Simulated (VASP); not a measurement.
# Ru (P6_3/mmc) in VASP: further runs, part 2 of 2

VASP 6.6.1. The steps go on from the part before.

**4. Single point, PBEsol (volume 12.682 Å^3 an atom, c/a of the conventional cell 1.5067)**

The input, INCAR:

```
SYSTEM = Ru
  PREC = Accurate
  ENCUT = 520
  EDIFF = 1E-6
  ISMEAR = 0
  SIGMA = 0.15
  LREAL = .FALSE.
  LASPH = .TRUE.
  NELM = 60
  ALGO = Fast
  ISIF = 2
  LWAVE = .FALSE.
  LCHARG = .FALSE.
  GGA = PS
  NBANDS = 21
```

The input, KPOINTS:

```
regular mesh
0
G
  21 21 12
  0 0 0
```

The input, POSCAR:

```
Ru
1.0
    2.6887686855      0.0000000000      0.0000000000
   -1.3443843427      2.3285419865      0.0000000000
    0.0000000000      0.0000000000      4.0511677784
Ru
2
Direct
    0.3333333333      0.6666666667      0.2500000000
    0.6666666667      0.3333333333      0.7500000000
```

Potentials or basis: VASP PAW PBE potentials, release 64 (Ru_pv).

The run is started by

```bash
$ cat potpaw_PBE.64/Ru_pv/POTCAR > POTCAR
$ mpirun -np 1 vasp_std > vasp.out
```

OUTCAR:

```text
SYSTEM = Ru
   PREC = Accurate
   ENCUT = 520
   EDIFF = 1E-6
   ISMEAR = 0
   LREAL = .FALSE.
   LASPH = .TRUE.
   NELM = 60
   ISIF = 2
   GGA = PS

 ion  position               nearest neighbor table
   1  0.333  0.667  0.250-   2 2.55   2 2.55   2 2.55   2 2.55   2 2.55   2 2.55
   2  0.667  0.333  0.750-   1 2.55   1 2.55   1 2.55   1 2.55   1 2.55   1 2.55

  LATTYP: Found a hexagonal cell.
 ALAT       =     2.6887686855
 C/A-ratio  =     1.5067000000

  Lattice vectors:

[... 768 lines left out ...]

  FORCE on cell =-STRESS in cart. coord.  units (eV):
  Direction    XX          YY          ZZ          XY          YZ          ZX
  --------------------------------------------------------------------------------------
  -------------------------------------------------------------------------------------
  Total        1.8913949      1.8913949      6.2139564      0.0000000      0.0000000     -0.0000000
  in kB      119.4744519    119.4744519    392.5193231      0.0000000      0.0000000     -0.0000000
  external PRESSURE =     210.4894090 kB  Pullay stress =       0.0000000 kB

 VOLUME and BASIS-vectors are now :
 -----------------------------------------------------------------------------
  energy-cutoff  :      520.00
  volume of cell :       25.36
      direct lattice vectors                 reciprocal lattice vectors
     2.688768685  0.000000000  0.000000000     0.371917453  0.214726641  0.000000000
    -1.344384343  2.328541986  0.000000000     0.000000000  0.429453283  0.000000000
     0.000000000  0.000000000  4.051167778     0.000000000  0.000000000  0.246842406

 POSITION                                       TOTAL-FORCE (eV/Angst)
 -----------------------------------------------------------------------------------
     -0.00000      1.55236      1.01279         0.000000     -0.000000      0.000000
      1.34438      0.77618      3.03838        -0.000000      0.000000      0.000000
 -----------------------------------------------------------------------------------
    total drift:                               -0.000000      0.000000     -0.000000

  FREE ENERGIE OF THE ION-ELECTRON SYSTEM (eV)
  ---------------------------------------------------
  free  energy   TOTEN  =       -20.2057048844 eV

  energy  without entropy=      -20.1888610173  energy(sigma->0) =      -20.19728295
```

OSZICAR:

```text
N       E                     dE             d eps       ncg     rms          rms(c)
DAV:   1     0.288713844033E+03    0.28871E+03   -0.17550E+04 14152   0.150E+03
DAV:   2    -0.157676514587E+02   -0.30448E+03   -0.29504E+03 14447   0.450E+02
DAV:   3    -0.216589272606E+02   -0.58913E+01   -0.58590E+01 16687   0.702E+01
DAV:   4    -0.217009564614E+02   -0.42029E-01   -0.41955E-01 17494   0.573E+00
DAV:   5    -0.217014972469E+02   -0.54079E-03   -0.53726E-03 16057   0.586E-01    0.228E+01
RMM:   6    -0.203305827394E+02    0.13709E+01   -0.28120E+00 14638   0.141E+01    0.670E+00
RMM:   7    -0.202152760142E+02    0.11531E+00   -0.45161E-01 15655   0.508E+00    0.119E+00
RMM:   8    -0.202065978016E+02    0.86782E-02   -0.26777E-02 16076   0.158E+00    0.565E-01
RMM:   9    -0.202056722961E+02    0.92551E-03   -0.33830E-03 16337   0.516E-01    0.878E-02
RMM:  10    -0.202057002253E+02   -0.27929E-04   -0.58858E-04 16673   0.227E-01    0.379E-02
RMM:  11    -0.202057048348E+02   -0.46095E-05   -0.10625E-04 17527   0.697E-02    0.128E-02
RMM:  12    -0.202057051228E+02   -0.28800E-06   -0.15062E-05 16882   0.288E-02    0.251E-03
RMM:  13    -0.202057048844E+02    0.23838E-06   -0.13287E-06 11610   0.753E-03
   1 F= -.20205705E+02 E0= -.20197283E+02  d E =-.168439E-01
```

stdout:

```text
POSCAR found type information on POSCAR Ru
 POSCAR found :  1 types and       2 ions
 scaLAPACK will be used
 -----------------------------------------------------------------------------
|                                                                             |
|                                                                             |
|     You enforced a specific xc type in the INCAR file but a different       |
|     I HOPE YOU KNOW WHAT YOU ARE DOING!                                     |
|                                                                             |
 -----------------------------------------------------------------------------

 LDA part: xc-table for (Slater+PW92), standard interpolation
 POSCAR, INCAR and KPOINTS ok, starting setup
 FFT: planning ... GRIDC
 FFT: planning ... GRID_SOFT
 FFT: planning ... GRID
 WAVECAR not read
 entering main loop
WARNING in EDDRMM: call to ZHEGV failed, returncode =   8  4     21
```

It took 2 min on 1 thread of Intel Xeon Platinum 8259CL at 2.50GHz (Skylake/Cascade Lake), shared host; peak memory 0.25 GiB.

What came out:

- Free energy: -20.2057 eV
- Pressure: 21.0 GPa
- Band gap on the k mesh: zero (band 14 reaches 15.52 eV, above the bottom of band 15 at 11.99 eV)

Stress tensor (GPa, compression positive):
```
11.95  0.00  0.00
 0.00 11.95  0.00
 0.00  0.00 39.25
```

Caveat: the PAW data sets were made with another functional, which shifts forces and pressure a little.

**5. Overview**

| cell | gap on the mesh (eV) | pressure (GPa) |
| --- | --- | --- |
| a = 2.576, b = 2.576, c = 4.413 Å, angles 90.0, 90.0, 120.0°, 2 atoms | none | 21.0 |
| a = 2.660, b = 2.660, c = 4.139 Å, angles 90.0, 90.0, 120.0°, 2 atoms | none | 19.6 |
| a = 2.689, b = 2.689, c = 4.051 Å, angles 90.0, 90.0, 120.0°, 2 atoms | none | 21.0 |

Alike in all rows: task single point; level PBEsol; potentials or basis VASP PAW PBE potentials, release 64 (Ru_pv); no spin polarisation; k mesh 21 × 21 × 12; cutoff (eV) 520; smearing gaussian 0.15 eV.

Caveats: the PAW data sets were made with another functional, which shifts forces and pressure a little.

Total energies depend on the potentials used, so only differences within one code and one set of settings carry meaning.
